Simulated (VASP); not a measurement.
A run of VASP 6.6.1:

The input INCAR:

```
SYSTEM = Tl
PREC = Accurate
ENCUT = 520
EDIFF = 1E-6
ISMEAR = -1
SIGMA = 0.05
LREAL = .FALSE.
LASPH = .TRUE.
NELM = 60
ALGO = Fast
ISIF = 2
LWAVE = .FALSE.
LCHARG = .FALSE.
GGA = PE
NBANDS = 12
```

File KPOINTS:

```
Automatic mesh
0
G
  8 8 8
  0 0 0
```

File POSCAR:

```
Tl
1.0
   -1.9559951735      1.9559951735      1.9559951735
    1.9559951735     -1.9559951735      1.9559951735
    1.9559951735      1.9559951735     -1.9559951735
Tl
1
Direct
    0.0000000000      0.0000000000      0.0000000000
```

Potentials or basis: VASP PAW PBE potentials, release 64 (Tl_d).

Command:

```sh
$ cat potpaw_PBE.64/Tl_d/POTCAR > POTCAR
$ mpirun -np 1 vasp_std > vasp.out
```

Hardware: 1 thread of Intel Xeon 8259CL, with other jobs on the host.

Task: How long does it take, and how much memory?

Result: It took 19 s on 1 thread of Intel Xeon 8259CL, with other jobs on the host, peak memory 0.15 GiB. Counts: scf iterations 11, k points 29.
